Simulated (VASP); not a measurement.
# C (I4_1/amd) in VASP: notebook

The runs below take C through single point, with LDA.

All numbers are computed with VASP 6.6.1; they aren't measurements. Logs are shortened: lines on timing, memory, paths and dates and some standing lists are left out, and cuts for length are marked.

## Step 1: The cell of the first run

The structure is tetragonal, space group I4_1/amd (No. 141). Conventional cell: a = 2.522 Å, b = 2.522 Å, c = 3.522 Å, α = 90.00°, β = 90.00°, γ = 90.00°. Within 2.0 Å of C (site symmetry -4m2) lie 4 C at 1.54 Å.

## Step 2: Single point, LDA (film at in-plane strain +0.01)

INCAR reads:

```
SYSTEM = C
ALGO = Normal
EDIFF = 1E-7
ENCUT = 520
GGA = CA
ISIF = 2
ISMEAR = 0
LASPH = .True.
LCHARG = .True.
LELF = .True.
LREAL = .False.
LVHAR = .True.
LWAVE = .False.
NBANDS = 11
NELM = 60
PREC = Accurate
SIGMA = 0.01
```

KPOINTS reads:

```
k-points
0
Gamma
  12 12 12
  0 0 0
```

POSCAR reads:

```
C
1.0
    1.7835325966      1.7835325966      0.0000000000
   -1.7835325966      1.7835325966      0.0000000000
    0.0000000000      1.7835325966      1.7611489718
C
2
Direct
    0.5000000000      0.5000000000      0.0000000000
    0.7500000000      0.2500000000      0.5000000000
```

Potentials or basis: VASP PAW LDA potentials, release 64 (C).

The run is started by

```
> cat potpaw_LDA.64/C/POTCAR > POTCAR
> mpirun -np 1 vasp_std > vasp.out
```

OUTCAR:

```text
SYSTEM = C
   EDIFF = 1E-7
   ENCUT = 520
   GGA = CA
   ISIF = 2
   ISMEAR = 0
   LASPH = .True.
   LREAL = .False.
   NELM = 60
   PREC = Accurate

 ion  position               nearest neighbor table
   1  0.500  0.500  0.000-   2 1.54   2 1.54   2 1.54   2 1.54
   2  0.750  0.250  0.500-   1 1.54   1 1.54   1 1.54   1 1.54

  LATTYP: Found a body centered tetragonal cell.
 ALAT       =     2.5222959870
 C/A-ratio  =     1.3964649517

  Lattice vectors:

 A1 = (   1.7835325966,   0.0000000000,  -1.7611489718)
 A2 = (  -1.7835325966,   0.0000000000,  -1.7611489718)
 A3 = (   0.0000000000,   1.7835325966,   1.7611489718)

Analysis of symmetry for initial positions (statically):
=====================================================================
 Subroutine PRICEL returns:
 Original cell was already a primitive cell.

 Routine SETGRP: Setting up the symmetry group for a
 body centered tetragonal supercell.

 Subroutine GETGRP returns: Found 16 space group operations
 (whereof  8 operations were pure point group operations)
 out of a pool of 16 trial point group operations.

The static configuration has the point symmetry D_2d.
 The point group associated with its full space group is D_4h.

Analysis of symmetry for dynamics (positions and initial velocities):
=====================================================================
 Subroutine PRICEL returns:
 Original cell was already a primitive cell.

 Routine SETGRP: Setting up the symmetry group for a
 body centered tetragonal supercell.

 Subroutine GETGRP returns: Found 16 space group operations
 (whereof  8 operations were pure point group operations)
 out of a pool of 16 trial point group operations.

The dynamic configuration has the point symmetry D_2d.
 The point group associated with its full space group is D_4h.

 Subroutine INISYM returns: Found 16 space group operations
 (whereof  8 operations are pure point group operations),
 and found     1 'primitive' translations

----------------------------------------------------------------------------------------

                                     Primitive cell

  volume of cell :      11.2044

  direct lattice vectors                    reciprocal lattice vectors
     1.783532597  1.783532597  0.000000000     0.280342507  0.280342507 -0.283905568
    -1.783532597  1.783532597  0.000000000    -0.280342507  0.280342507 -0.283905568
     0.000000000  1.783532597  1.761148972     0.000000000  0.000000000  0.567811137

  length of vectors
     2.522295987  2.522295987  2.506518347     0.487633279  0.487633279  0.567811137

[... 90 lines left out ...]
   PSTRESS=    0.0 pullay stress
   NELECT =       8.0000    total number of electrons
   NUPDOWN=      -1.0000    fix difference up-down
   EMIN   =  10.00;   EMAX   =-10.00  energy-range for DOS
   EFERMI =   0.00;   METHOD = LEGACY
   ISMEAR =     0;   SIGMA  =   0.01  broadening in eV -4-tet -1-fermi 0-gaus
   EFERMI_NEDOS =   21; number of points for ismear=-14 and -15
   IALGO  =     38    algorithm
   IMIX   =      4    mixing-type and parameters
     AMIX     =   0.40;   BMIX     =  1.00
     AMIX_MAG =   1.60;   BMIX_MAG =  1.00
  volume/ion in A,a.u.               =       5.60        37.81
  Fermi-wavevector in a.u.,A,eV,Ry     =   1.463217  2.765079 29.130131  2.141004
  Thomas-Fermi vector in A             =   2.579338
   LORBIT       =      0    0 simple, 1 ext, 2 COOP (PROOUT), +10 PAW based schemes
   GGA     = CA    functional components
   LHFCALC =     F    Hartree Fock is set to
   AEXX    =    0.0000 exact exchange contribution
   IVDW    =     0    specifies the selected vdW correction
   LEPSILON=     F    determine dielectric tensor
   LRPA    =     F    only Hartree local field effects (RPA)
 non-spin polarized calculation
 Gauss-broadening in eV      SIGMA  =   0.01
  energy-cutoff  :      520.00
  volume of cell :       11.20
 maximum number of plane-waves:       311
   NGX =  9   NGY =  9   NGZ =  9

 number of electron       7.9999999 magnetization

 Free energy of the ion-electron system (eV)
  ---------------------------------------------------
  ext. energy  EPLUGINS =         0.00000000
  ---------------------------------------------------
  free energy    TOTEN  =       -20.23932782 eV

  energy without entropy =      -20.23932782  energy(sigma->0) =      -20.23932782

 E-fermi :  10.1985     XC(G=0): -13.5596

 val. band max:       10.0317646052   @ k =   0.0000   0.0000   0.0000
 cond. band min:      13.8646609191   @ k =   0.0000   0.0000   0.3333
 fundamental gap:      3.8328963139
 Fermi energy:        10.1985285191

 k-point     1 :       0.0000    0.0000    0.0000
  band No.  band energies     occupation
      1     -11.5784      2.00000
      2       9.8426      2.00000
      3       9.8426      2.00000
      4      10.0318      2.00000
      5      15.3815      0.00000
      6      15.5360      0.00000
      7      15.5360      0.00000
      8      23.7432      0.00000
      9      29.0737      0.00000
     10      36.3394      0.00000
     11      36.9805      0.00000
[... 309 lines left out ...]
 k-point    24 :      -0.4167    0.1667    0.0000
  band No.  band energies     occupation
      1      -7.3847      2.00000
      2       0.1470      2.00000
      3       5.5637      2.00000
      4       5.8778      2.00000
      5      16.6516      0.00000
      6      20.7967      0.00000
      7      21.2515      0.00000
      8      22.6429      0.00000
      9      30.7620      0.00000
     10      32.3056      0.00000
     11      37.3411      0.00000

 [... further k-points ...]

------------------------ aborting loop because EDIFF is reached ----------------------------------------

  FORCE on cell =-STRESS in cart. coord.  units (eV):
  Direction    XX          YY          ZZ          XY          YZ          ZX
  --------------------------------------------------------------------------------------
  -------------------------------------------------------------------------------------
  Total       -0.7108981     -0.7108981      0.1061473      0.0000000      0.0000000      0.0000000
  in kB     -101.6552392   -101.6552392     15.1785869      0.0000000      0.0000000      0.0000000
  external PRESSURE =     -62.7106305 kB  Pullay stress =       0.0000000 kB

 VOLUME and BASIS-vectors are now :
 -----------------------------------------------------------------------------
  energy-cutoff  :      520.00
  volume of cell :       11.20
      direct lattice vectors                 reciprocal lattice vectors
     1.783532597  1.783532597  0.000000000     0.280342507  0.280342507 -0.283905568
    -1.783532597  1.783532597  0.000000000    -0.280342507  0.280342507 -0.283905568
     0.000000000  1.783532597  1.761148972     0.000000000  0.000000000  0.567811137

 POSITION                                       TOTAL-FORCE (eV/Angst)
 -----------------------------------------------------------------------------------
      0.00000      1.78353      0.00000         0.000000      0.000000      0.000000
      0.89177      2.67530      0.88057        -0.000000     -0.000000      0.000000
 -----------------------------------------------------------------------------------
    total drift:                                0.000000     -0.000000      0.000000

  FREE ENERGIE OF THE ION-ELECTRON SYSTEM (eV)
  ---------------------------------------------------
  free  energy   TOTEN  =       -20.2393278229 eV

  energy  without entropy=      -20.2393278229  energy(sigma->0) =      -20.23932782
```

It took 7.1 s on 1 thread of Intel Xeon 6975P-C (Granite Rapids), shared host; peak memory 0.12 GiB.

Results:

```
Free energy            : -20.2393 eV
Pressure               : -6.3 GPa
Band gap on the k mesh : 3.83 eV, indirect (least direct gap 5.35 eV)
```

Levels at points of the mesh, in eV from the valence-band top:
| k point | band 1 | band 2 | band 3 | band 4 | band 5 | band 6 | band 7 | band 8 | band 9 |
| --- | --- | --- | --- | --- | --- | --- | --- | --- | --- |
| (0.00, 0.00, 0.00) | -21.61 | -0.19 | -0.19 | 0.00 | 5.35 | 5.50 | 5.50 | 13.71 | 19.04 |
| (0.50, 0.00, 0.00) | -15.70 | -13.62 | -3.06 | -2.83 | 8.25 | 8.29 | 9.13 | 15.39 | 21.57 |
| (0.50, 0.50, 0.00) | -12.89 | -12.89 | -6.43 | -6.43 | 4.71 | 4.71 | 16.66 | 16.66 | 22.97 |
| (0.00, 0.00, 0.50) | -12.69 | -12.69 | -6.62 | -6.62 | 4.41 | 4.41 | 16.73 | 16.73 | 23.16 |

Caveat: the cell differs from its parent crystal (film at in-plane strain +0.01).

## Step 3: Single point, LDA (in-plane strain +0.02, then relaxed in part)

INCAR reads:

```
SYSTEM = C
PREC     = Accurate       ! precision mode
ENCUT    = 520            ! plane-wave cutoff, eV
EDIFF    = 1E-6           ! SCF threshold, eV
ISMEAR   = 0              ! smearing method
SIGMA    = 0.01           ! smearing width, eV
LREAL    = .False.        ! projectors in reciprocal space
LASPH    = .True.         ! aspherical terms in the spheres
NELM     = 60             ! most SCF steps
ALGO     = Normal         ! electronic algorithm
ISIF     = 2              ! what is computed and relaxed
LWAVE    = .False.        ! write WAVECAR
LCHARG   = .False.        ! write CHGCAR
NBANDS   = 11             ! bands
```

KPOINTS reads:

```
regular mesh
0
Gamma
  12 12 12
  0 0 0
```

POSCAR reads:

```
C
1.0
    1.8011913352      1.8011913352      0.0000000000
   -1.8011913352      1.8011913352      0.0000000000
    0.0000000000      1.8011913352      1.7565094675
C
2
Direct
    0.5000000000      0.5000000000      0.0000000000
    0.7500000000      0.2500000000      0.5000000000
```

Potentials or basis: VASP PAW LDA potentials, release 64 (C).

The run is started by

```
> cat potpaw_LDA.64/C/POTCAR > POTCAR
> mpirun -np 1 vasp_std > vasp.out
```

OUTCAR:

```text
SYSTEM = C
   PREC = Accurate
   ENCUT = 520
   EDIFF = 1E-6
   ISMEAR = 0
   LREAL = .False.
   LASPH = .True.
   NELM = 60
   ISIF = 2

 ion  position               nearest neighbor table
   1  0.500  0.500  0.000-   2 1.55   2 1.55   2 1.55   2 1.55
   2  0.750  0.250  0.500-   1 1.55   1 1.55   1 1.55   1 1.55

  LATTYP: Found a body centered tetragonal cell.
 ALAT       =     2.5472692147
 C/A-ratio  =     1.3791313909

  Lattice vectors:

 A1 = (   1.8011913352,   0.0000000000,  -1.7565094675)
 A2 = (  -1.8011913352,   0.0000000000,  -1.7565094675)
 A3 = (   0.0000000000,   1.8011913352,   1.7565094675)

Analysis of symmetry for initial positions (statically):
=====================================================================
 Subroutine PRICEL returns:
 Original cell was already a primitive cell.

 Routine SETGRP: Setting up the symmetry group for a
 body centered tetragonal supercell.

 Subroutine GETGRP returns: Found 16 space group operations
 (whereof  8 operations were pure point group operations)
 out of a pool of 16 trial point group operations.

The static configuration has the point symmetry D_2d.
 The point group associated with its full space group is D_4h.

Analysis of symmetry for dynamics (positions and initial velocities):
=====================================================================
 Subroutine PRICEL returns:
 Original cell was already a primitive cell.

 Routine SETGRP: Setting up the symmetry group for a
 body centered tetragonal supercell.

 Subroutine GETGRP returns: Found 16 space group operations
 (whereof  8 operations were pure point group operations)
 out of a pool of 16 trial point group operations.

The dynamic configuration has the point symmetry D_2d.
 The point group associated with its full space group is D_4h.

 Subroutine INISYM returns: Found 16 space group operations
 (whereof  8 operations are pure point group operations),
 and found     1 'primitive' translations

[... 115 lines left out ...]
  volume/ion in A,a.u.               =       5.70        38.46
  Fermi-wavevector in a.u.,A,eV,Ry     =   1.454917  2.749394 28.800572  2.116782
  Thomas-Fermi vector in A             =   2.572012
   LORBIT       =      0    0 simple, 1 ext, 2 COOP (PROOUT), +10 PAW based schemes
   GGA     = CA    functional components
   LHFCALC =     F    Hartree Fock is set to
   AEXX    =    0.0000 exact exchange contribution
   IVDW    =     0    specifies the selected vdW correction
   LEPSILON=     F    determine dielectric tensor
   LRPA    =     F    only Hartree local field effects (RPA)
 non-spin polarized calculation
 Gauss-broadening in eV      SIGMA  =   0.01
  energy-cutoff  :      520.00
  volume of cell :       11.40
 maximum number of plane-waves:       323
   NGX =  9   NGY =  9   NGZ =  9

 number of electron       7.9999999 magnetization

 Free energy of the ion-electron system (eV)
  ---------------------------------------------------
  ext. energy  EPLUGINS =         0.00000000
  ---------------------------------------------------
  free energy    TOTEN  =       -20.21760050 eV

  energy without entropy =      -20.21760050  energy(sigma->0) =      -20.21760050

 E-fermi :  10.1079     XC(G=0): -13.4775

 val. band max:        9.9002761159   @ k =   0.0000   0.0000   0.0000
 cond. band min:      13.3851484449   @ k =   0.0000   0.0000   0.3333
 fundamental gap:      3.4848723290
 Fermi energy:        10.1079456077

 k-point     1 :       0.0000    0.0000    0.0000
  band No.  band energies     occupation
      1     -11.6001      2.00000
      2       9.5336      2.00000
      3       9.5336      2.00000
      4       9.9003      2.00000
      5      14.9880      0.00000
      6      15.2926      0.00000
      7      15.2926      0.00000
      8      23.0960      0.00000
      9      28.6049      0.00000
     10      35.5789      0.00000
     11      36.4489      0.00000
[... 309 lines left out ...]
 k-point    24 :      -0.4167    0.1667    0.0000
  band No.  band energies     occupation
      1      -7.4772      2.00000
      2       0.0353      2.00000
      3       5.2824      2.00000
      4       5.7664      2.00000
      5      16.4103      0.00000
      6      20.2062      0.00000
      7      20.9716      0.00000
      8      22.3134      0.00000
      9      30.2455      0.00000
     10      31.6532      0.00000
     11      36.8213      0.00000

 [... further k-points ...]
[... 5 lines left out ...]
  --------------------------------------------------------------------------------------
  -------------------------------------------------------------------------------------
  Total       -1.5014847     -1.5014847      0.1006674      0.0000000      0.0000000     -0.0000000
  in kB     -211.0723278   -211.0723278     14.1513929      0.0000000      0.0000000     -0.0000000
  external PRESSURE =    -135.9977542 kB  Pullay stress =       0.0000000 kB

 VOLUME and BASIS-vectors are now :
 -----------------------------------------------------------------------------
  energy-cutoff  :      520.00
  volume of cell :       11.40
      direct lattice vectors                 reciprocal lattice vectors
     1.801191335  1.801191335  0.000000000     0.277594051  0.277594051 -0.284655454
    -1.801191335  1.801191335  0.000000000    -0.277594051  0.277594051 -0.284655454
     0.000000000  1.801191335  1.756509467     0.000000000  0.000000000  0.569310908

 POSITION                                       TOTAL-FORCE (eV/Angst)
 -----------------------------------------------------------------------------------
      0.00000      1.80119      0.00000        -0.000000     -0.000000      0.000000
      0.90060      2.70179      0.87825         0.000000      0.000000      0.000000
 -----------------------------------------------------------------------------------
    total drift:                                0.000000      0.000000      0.000000

  FREE ENERGIE OF THE ION-ELECTRON SYSTEM (eV)
  ---------------------------------------------------
  free  energy   TOTEN  =       -20.2176005023 eV

  energy  without entropy=      -20.2176005023  energy(sigma->0) =      -20.21760050
```

stdout:

```text
POSCAR found type information on POSCAR C
 POSCAR found :  1 types and       2 ions
 scaLAPACK will be used
 LDA part: xc-table for (Slater(with rela. corr.)+CA(PZ))
 , standard interpolation
 POSCAR, INCAR and KPOINTS ok, starting setup
 FFT: planning ... GRIDC
 FFT: planning ... GRID_SOFT
 FFT: planning ... GRID
 WAVECAR not read
 entering main loop
```

Wall time 6.8 s (1 thread of Intel Xeon 6975P-C (Granite Rapids), shared host); peak memory 0.12 GiB.

Results:

| Property | Result |
| --- | --- |
| Free energy | -20.2176 eV |
| Pressure | -13.6 GPa |
| Band gap on the k mesh | 3.48 eV, indirect (least direct gap 5.09 eV) |

Stress tensor (GPa, compression positive):
```
-21.11   0.00   0.00
  0.00 -21.11   0.00
  0.00   0.00   1.42
```

Levels at points of the mesh, in eV from the valence-band top:
```tsv
k point	band 1	band 2	band 3	band 4	band 5	band 6	band 7	band 8	band 9
(0.00, 0.00, 0.00)	-21.50	-0.37	-0.37	0.00	5.09	5.39	5.39	13.20	18.70
(0.50, 0.00, 0.00)	-15.68	-13.55	-3.24	-2.80	7.95	8.01	8.98	15.13	21.20
(0.50, 0.50, 0.00)	-12.95	-12.95	-6.38	-6.38	4.65	4.65	16.24	16.24	22.45
(0.00, 0.00, 0.50)	-12.55	-12.55	-6.75	-6.75	4.06	4.06	16.39	16.39	22.83
```

Caveat: the cell differs from its parent crystal (in-plane strain +0.02, then relaxed in part). A k mesh can miss the band edges.
